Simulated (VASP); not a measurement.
# Te2Mo (P6_3/mmc) in VASP: a series of runs, part 3 of 3

VASP 6.6.1. Earlier steps stand in the parts before.

### Step 4. Single point, PBE (strain -0.050 along x and y, -0.025 along z)

Contents of INCAR:

```
PREC = Accurate
ENCUT = 520
EDIFF = 1E-7
ISMEAR = 0
SIGMA = 0.05
LREAL = False
LASPH = True
NELM = 60
ALGO = Normal
ISIF = 2
LWAVE = False
LCHARG = False
GGA = PE
NBANDS = 35
```

Contents of KPOINTS:

```
regular mesh
0
Gamma
  12 12 2
```

Contents of POSCAR:

```
Te2Mo
1.0
    3.3792131114      0.0000000000      0.0000000000
   -1.6896065557      2.9264843993      0.0000000000
    0.0000000000      0.0000000000     14.8246006916
Te Mo
4 2
Direct
    0.3333333333      0.6666666667      0.6310943552
    0.6666666667      0.3333333333      0.1310943552
    0.3333333333      0.6666666667      0.8689056448
    0.6666666667      0.3333333333      0.3689056448
    0.3333333333      0.6666666667      0.2500000000
    0.6666666667      0.3333333333      0.7500000000
```

Potentials or basis: VASP PAW PBE potentials, release 64 (Te, Mo_sv).

Command:

```
> cat potpaw_PBE.64/Te/POTCAR potpaw_PBE.64/Mo_sv/POTCAR > POTCAR
> mpirun -np 1 vasp_std > vasp.out
```

OUTCAR:

```text
PREC = Accurate
   ENCUT = 520
   EDIFF = 1E-7
   ISMEAR = 0
   LREAL = False
   LASPH = True
   NELM = 60
   ISIF = 2
   GGA = PE

 ion  position               nearest neighbor table
   1  0.333  0.667  0.631-   6 2.63   6 2.63   6 2.63   3 3.53
   2  0.667  0.333  0.131-   5 2.63   5 2.63   5 2.63   4 3.53
   3  0.333  0.667  0.869-   6 2.63   6 2.63   6 2.63   1 3.53
   4  0.667  0.333  0.369-   5 2.63   5 2.63   5 2.63   2 3.53
   5  0.333  0.667  0.250-   2 2.63   4 2.63   2 2.63   4 2.63   2 2.63   4 2.63
   6  0.667  0.333  0.750-   1 2.63   3 2.63   1 2.63   3 2.63   1 2.63   3 2.63

  LATTYP: Found a hexagonal cell.
 ALAT       =     3.3792131114
 C/A-ratio  =     4.3869978610

  Lattice vectors:

 A1 = (   3.3792131114,   0.0000000000,   0.0000000000)
 A2 = (  -1.6896065557,   2.9264843993,   0.0000000000)
 A3 = (   0.0000000000,   0.0000000000,  14.8246006916)

Analysis of symmetry for initial positions (statically):
=====================================================================
 Subroutine PRICEL returns:
 Original cell was already a primitive cell.

 Routine SETGRP: Setting up the symmetry group for a
 hexagonal supercell.

 Subroutine GETGRP returns: Found 24 space group operations
 (whereof 12 operations were pure point group operations)
 out of a pool of 24 trial point group operations.

The static configuration has the point symmetry D_3d.
 The point group associated with its full space group is D_6h.

Analysis of symmetry for dynamics (positions and initial velocities):
=====================================================================
 Subroutine PRICEL returns:
 Original cell was already a primitive cell.

 Routine SETGRP: Setting up the symmetry group for a
 hexagonal supercell.

 Subroutine GETGRP returns: Found 24 space group operations
 (whereof 12 operations were pure point group operations)
 out of a pool of 24 trial point group operations.

The dynamic configuration has the point symmetry D_3d.
 The point group associated with its full space group is D_6h.

 Subroutine INISYM returns: Found 24 space group operations
 (whereof 12 operations are pure point group operations),
 and found     1 'primitive' translations

----------------------------------------------------------------------------------------

                                     Primitive cell

  volume of cell :     146.6037

  direct lattice vectors                    reciprocal lattice vectors
     3.379213111  0.000000000  0.000000000     0.295926882  0.170853465  0.000000000
    -1.689606556  2.926484399  0.000000000     0.000000000  0.341706930  0.000000000
     0.000000000  0.000000000 14.824600692     0.000000000  0.000000000  0.067455443

  length of vectors
     3.379213111  3.379213111 14.824600692     0.341706930  0.341706930  0.067455443

  position of ions in fractional coordinates (direct lattice)
     0.333333333  0.666666667  0.631094355
     0.666666667  0.333333333  0.131094355
     0.333333333  0.666666667  0.868905645
     0.666666667  0.333333333  0.368905645
     0.333333333  0.666666667  0.250000000
     0.666666667  0.333333333  0.750000000

  ion indices of the primitive-cell ions
   primitive index   ion index
                 1           1
                 2           2
                 3           3
                 4           4
                 5           5
                 6           6

[... 31 lines left out ...]
  0.250000  0.000000  0.000000      6.000000
  0.333333  0.000000  0.000000      6.000000
  0.416667  0.000000  0.000000      6.000000
[... 16 lines left out ...]
  0.250000  0.000000  0.500000      6.000000
  0.333333  0.000000  0.500000      6.000000
 [... further k-points ...]
   k-points           NKPTS =     38   k-points in BZ     NKDIM =     38   number of bands    NBANDS=     35
   number of dos      NEDOS =    301   number of ions     NIONS =      6
   total plane-waves  NPLWV =  87808
   dimension x,y,z NGX =    28 NGY =   28 NGZ =  112
   dimension x,y,z NGXF=    56 NGYF=   56 NGZF=  224
   ions per type =               4   2
   NGX,Y,Z   is equivalent  to a cutoff of  13.78, 13.78, 12.56 a.u.
   NGXF,Y,Z  is equivalent  to a cutoff of  27.55, 27.55, 25.12 a.u.
 SYSTEM =  unknown system
   PREC   = accura    normal or accurate (medium, high low for compatibility)
   ISTART =      0    job   : 0-new  1-cont  2-samecut
   ICHARG =      2    charge: 1-file 2-atom 10-const
   ISPIN  =      1    spin polarized calculation?
   LNONCOLLINEAR =      F non collinear calculations
   LSORBIT =      F    spin-orbit coupling
   LASPH  =      T    aspherical Exc in radial PAW
   ENCUT  =  520.0 eV  38.22 Ry    6.18 a.u.   6.28  6.28 27.56*2*pi/ulx,y,z
   NELM   =     60;   NELMIN=  2; NELMDL= -5     # of ELM steps
   EDIFF  = 0.1E-06   stopping-criterion for ELM
   LREAL  =      F    real-space projection
   EDIFFG = 0.1E-05   stopping-criterion for IOM
   NSW    =      0    number of steps for IOM
   IBRION =     -1    ionic relax: 0-MD 1-quasi-New 2-CG
   NFREE  =      0    steps in history (QN), initial steepest desc. (CG)
   ISIF   =      2    stress and relaxation
   ISYM   =      2    0-nonsym 1-usesym 2-fastsym
   POTIM  = 0.5000    time-step for ionic-motion
   TEBEG  =    0.0;   TEEND  =   0.0 temperature during run
   PSTRESS=    0.0 pullay stress
   NELECT =      52.0000    total number of electrons
   NUPDOWN=      -1.0000    fix difference up-down
   EMIN   =  10.00;   EMAX   =-10.00  energy-range for DOS
   EFERMI =   0.00;   METHOD = LEGACY
   ISMEAR =     0;   SIGMA  =   0.05  broadening in eV -4-tet -1-fermi 0-gaus
   EFERMI_NEDOS =   21; number of points for ismear=-14 and -15
   IALGO  =     38    algorithm
   IMIX   =      4    mixing-type and parameters
     AMIX     =   0.40;   BMIX     =  1.00
     AMIX_MAG =   1.60;   BMIX_MAG =  1.00
  volume/ion in A,a.u.               =      24.43       164.89
  Fermi-wavevector in a.u.,A,eV,Ry     =   1.158851  2.189911 18.271755  1.342936
  Thomas-Fermi vector in A             =   2.295449
   LORBIT       =      0    0 simple, 1 ext, 2 COOP (PROOUT), +10 PAW based schemes
   GGA     = PE    functional components
   LHFCALC =     F    Hartree Fock is set to
   AEXX    =    0.0000 exact exchange contribution
   IVDW    =     0    specifies the selected vdW correction
   LEPSILON=     F    determine dielectric tensor
   LRPA    =     F    only Hartree local field effects (RPA)
 non-spin polarized calculation
 Gauss-broadening in eV      SIGMA  =   0.05
  energy-cutoff  :      520.00
  volume of cell :      146.60
 maximum number of plane-waves:      3972
 NGX is ok and might be reduce to    28
   NGX = 13   NGY = 13   NGZ = 55

 number of electron      52.0000003 magnetization

 Free energy of the ion-electron system (eV)
  ---------------------------------------------------
  ext. energy  EPLUGINS =         0.00000000
  ---------------------------------------------------
  free energy    TOTEN  =       -35.28235708 eV

  energy without entropy =      -35.28235708  energy(sigma->0) =      -35.28235708

 E-fermi :   8.5267     XC(G=0): -10.3777

 val. band max:        8.2487287648   @ k =   0.3333   0.3333   0.0000
 cond. band min:       9.2835799626   @ k =   0.2500   0.1667   0.0000
 fundamental gap:      1.0348511978
 Fermi energy:         8.5266853601

 k-point     1 :       0.0000    0.0000    0.0000
  band No.  band energies     occupation
      1     -52.2465      2.00000
      2     -52.2465      2.00000
      3     -26.5276      2.00000
      4     -26.5276      2.00000
      5     -26.2895      2.00000
      6     -26.2895      2.00000
[... 901 lines left out ...]
     34      12.4789      0.00000
     35      14.1286      0.00000

 [... further k-points ...]

------------------------ aborting loop because EDIFF is reached ----------------------------------------

  FORCE on cell =-STRESS in cart. coord.  units (eV):
  Direction    XX          YY          ZZ          XY          YZ          ZX
  --------------------------------------------------------------------------------------
  -------------------------------------------------------------------------------------
  Total       12.9911261     12.9911261     13.1620718      0.0000000      0.0000000      0.0000000
  in kB      141.9752297    141.9752297    143.8434331      0.0000000      0.0000000      0.0000000
  external PRESSURE =     142.5979642 kB  Pullay stress =       0.0000000 kB

 VOLUME and BASIS-vectors are now :
 -----------------------------------------------------------------------------
  energy-cutoff  :      520.00
  volume of cell :      146.60
      direct lattice vectors                 reciprocal lattice vectors
     3.379213111  0.000000000  0.000000000     0.295926882  0.170853465  0.000000000
    -1.689606556  2.926484399  0.000000000     0.000000000  0.341706930  0.000000000
     0.000000000  0.000000000 14.824600692     0.000000000  0.000000000  0.067455443

 POSITION                                       TOTAL-FORCE (eV/Angst)
 -----------------------------------------------------------------------------------
     -0.00000      1.95099      9.35572        -0.000000      0.000000     -1.816054
      1.68961      0.97549      1.94342        -0.000000     -0.000000     -1.816054
     -0.00000      1.95099     12.88118        -0.000000      0.000000      1.816054
      1.68961      0.97549      5.46888        -0.000000      0.000000      1.816054
     -0.00000      1.95099      3.70615        -0.000000     -0.000000      0.000000
      1.68961      0.97549     11.11845         0.000000      0.000000      0.000000
 -----------------------------------------------------------------------------------
    total drift:                               -0.000000      0.000000     -0.000000

  FREE ENERGIE OF THE ION-ELECTRON SYSTEM (eV)
  ---------------------------------------------------
  free  energy   TOTEN  =       -35.2823570773 eV

  energy  without entropy=      -35.2823570773  energy(sigma->0) =      -35.28235708
```

OSZICAR:

```text
N       E                     dE             d eps       ncg     rms          rms(c)
DAV:   1     0.407809270425E+03    0.40781E+03   -0.27253E+04  3036   0.134E+03
DAV:   2    -0.142423961463E+02   -0.42205E+03   -0.40716E+03  3296   0.323E+02
DAV:   3    -0.358970115451E+02   -0.21655E+02   -0.21250E+02  3261   0.642E+01
DAV:   4    -0.364078029734E+02   -0.51079E+00   -0.50845E+00  3153   0.978E+00
DAV:   5    -0.364227559522E+02   -0.14953E-01   -0.14947E-01  3401   0.168E+00    0.267E+01
DAV:   6    -0.355642989457E+02    0.85846E+00   -0.30246E+00  2936   0.986E+00    0.103E+01
DAV:   7    -0.354765410933E+02    0.87758E-01   -0.20606E+00  2828   0.632E+00    0.511E+00
DAV:   8    -0.352804358537E+02    0.19611E+00   -0.58855E-01  2905   0.421E+00    0.267E+00
DAV:   9    -0.352875530561E+02   -0.71172E-02   -0.10574E-01  3095   0.143E+00    0.145E+00
DAV:  10    -0.352826109846E+02    0.49421E-02   -0.37153E-02  2867   0.114E+00    0.573E-01
DAV:  11    -0.352823880920E+02    0.22289E-03   -0.23329E-03  2867   0.281E-01    0.193E-01
DAV:  12    -0.352823864409E+02    0.16511E-05   -0.13290E-04  3172   0.561E-02    0.186E-01
DAV:  13    -0.352823635695E+02    0.22871E-04   -0.98837E-05  2854   0.491E-02    0.708E-02
DAV:  14    -0.352823592052E+02    0.43643E-05   -0.14763E-05  3087   0.191E-02    0.359E-02
DAV:  15    -0.352823578687E+02    0.13365E-05   -0.32525E-06  3088   0.924E-03    0.195E-02
DAV:  16    -0.352823569217E+02    0.94696E-06   -0.13184E-06  2939   0.555E-03    0.355E-03
DAV:  17    -0.352823570348E+02   -0.11309E-06   -0.79125E-08  1670   0.142E-03    0.108E-03
DAV:  18    -0.352823570773E+02   -0.42513E-07   -0.14691E-08  1468   0.613E-04
   1 F= -.35282357E+02 E0= -.35282357E+02  d E =-.993524E-17
```

stdout:

```text
POSCAR found type information on POSCAR TeMo
 POSCAR found :  2 types and       6 ions
 scaLAPACK will be used
 LDA part: xc-table for (Slater+PW92), standard interpolation
 POSCAR, INCAR and KPOINTS ok, starting setup
 FFT: planning ... GRIDC
 FFT: planning ... GRID_SOFT
 FFT: planning ... GRID
 WAVECAR not read
 entering main loop
```

Wall time 8 min (1 thread of Intel Xeon 8259CL, shared host); peak memory 0.38 GiB.

What came out:

| Item | Value |
| --- | --- |
| Free energy | -35.2824 eV |
| Pressure | 14.3 GPa |
| Largest force | 1.816 eV/Å |
| Band gap on the k mesh | 1.03 eV (least direct gap 1.35 eV) |

Forces in eV/Å, atoms in the order of the input:
```
Te   0.000  0.000 -1.816
Te   0.000  0.000 -1.816
Te   0.000  0.000  1.816
Te   0.000  0.000  1.816
Mo   0.000  0.000  0.000
Mo   0.000  0.000  0.000
```

Levels at points of the mesh, in eV from the valence-band top:
| k point | band 24 | band 25 | band 26 | band 27 | band 28 | band 29 |
| --- | --- | --- | --- | --- | --- | --- |
| (0.00, 0.00, 0.00) | -0.88 | -0.88 | -0.26 | 3.70 | 3.70 | 3.75 |
| (0.50, 0.00, 0.00) | -0.90 | -0.11 | -0.01 | 1.72 | 1.74 | 1.87 |
| (0.00, 0.00, 0.50) | -0.88 | -0.44 | -0.44 | 3.72 | 3.72 | 3.72 |
| (0.50, 0.00, 0.50) | -0.92 | -0.06 | -0.06 | 1.73 | 1.73 | 2.01 |

Caveat: the cell differs from its parent crystal (strain -0.050 along x and y, -0.025 along z); the cell stands under pressure; spin-orbit coupling is left out, which moves the levels of the heavy elements; this functional lacks dispersion, which binds layers or chains, so the pressure and a relaxed spacing across them are unreliable; forces of over 1 eV/Å act on the atoms, so gaps and moduli don't describe the material at rest.

### Step 5. Single point, PBE (strain -0.050 along x and y, +0.000 along z)

Contents of INCAR:

```
SYSTEM = Te2Mo
  ALGO = Normal
  EDIFF = 1E-6
  ENCUT = 520
  GGA = PE
  ISIF = 2
  ISMEAR = 0
  LASPH = .TRUE.
  LCHARG = .FALSE.
  LREAL = .FALSE.
  LWAVE = .FALSE.
  NBANDS = 35
  NELM = 60
  PREC = Accurate
  SIGMA = 0.05
```

Contents of KPOINTS:

```
k-points
0
G
  12 12 2
  0 0 0
```

POSCAR: that of step 4 with these lines changed.

```diff
@@ -4,3 +4,3 @@
    -1.6896065557      2.9264843993      0.0000000000
-    0.0000000000      0.0000000000     14.8246006916
+    0.0000000000      0.0000000000     15.2047186580
 Te Mo
```

Command:

```
> cat potpaw_PBE.64/Te/POTCAR potpaw_PBE.64/Mo_sv/POTCAR > POTCAR
> mpirun -np 1 vasp_std > vasp.out
```

It took 8.1 min on 1 thread of Intel Xeon 8259CL, shared host; peak memory 0.38 GiB.

The run converged. Its results:

| Quantity | Value |
| --- | --- |
| Free energy | -35.5469 eV |
| Pressure | 10.4 GPa |
| Largest force | 1.047 eV/Å |
| Band gap on the k mesh | 0.90 eV (least direct gap 1.30 eV) |

Forces on the atoms (eV/Å):
```
Te   0.000  0.000 -1.047
Te   0.000  0.000 -1.047
Te   0.000  0.000  1.047
Te   0.000  0.000  1.047
Mo   0.000  0.000  0.000
Mo   0.000  0.000  0.000
```

Stress tensor (GPa, compression positive):
```
11.43  0.00  0.00
 0.00 11.43  0.00
 0.00  0.00  8.26
```

Levels at points of the mesh, in eV from the valence-band top:
```
           k point  band 23  band 24  band 25  band 26  band 27  band 28  band 29  band 30
(0.00, 0.00, 0.00)    -0.82    -0.81    -0.81    -0.50     3.60     3.60     3.64     3.64
(0.50, 0.00, 0.00)    -1.01    -0.96    -0.09     0.00     1.70     1.72     1.75     2.02
(0.00, 0.00, 0.50)    -0.82    -0.82    -0.69    -0.69     3.62     3.62     3.62     3.62
(0.50, 0.00, 0.50)    -0.98    -0.98    -0.05    -0.05     1.71     1.71     1.89     1.89
```

Caveat: the cell differs from its parent crystal (strain -0.050 along x and y, +0.000 along z); the cell stands under pressure; spin-orbit coupling is left out, which moves the levels of the heavy elements; this functional lacks dispersion, which binds layers or chains, so the pressure and a relaxed spacing across them are unreliable; forces of over 1 eV/Å act on the atoms, so gaps and moduli don't describe the material at rest. A k mesh can miss the band edges.

### Step 6. The runs side by side

```tsv
cell	gap on the mesh (eV)	pressure (GPa)	largest force (eV/Å)
a = 3.468, b = 3.468, c = 15.205 Å, angles 90.0, 90.0, 120.0°, 6 atoms	0.97	4.5	0.49
a = 3.379, b = 3.379, c = 14.444 Å, angles 90.0, 90.0, 120.0°, 6 atoms	1.14	18.7	2.68
a = 3.379, b = 3.379, c = 14.825 Å, angles 90.0, 90.0, 120.0°, 6 atoms	1.03	14.3	1.82
a = 3.379, b = 3.379, c = 15.205 Å, angles 90.0, 90.0, 120.0°, 6 atoms	0.90	10.4	1.05
```

Alike in all rows: task single point; level PBE; potentials or basis VASP PAW PBE potentials, release 64 (Te, Mo_sv); no spin polarisation; k mesh 12 × 12 × 2; cutoff (eV) 520; smearing gaussian 0.05 eV.

Caveats: the cell stands under pressure; spin-orbit coupling is left out, which moves the levels of the heavy elements; this functional lacks dispersion, which binds layers or chains, so the pressure and a relaxed spacing across them are unreliable; forces of over 1 eV/Å act on the atoms, so gaps and moduli don't describe the material at rest (at least some runs).

Absolute energies hang on the potentials; compare differences alone.
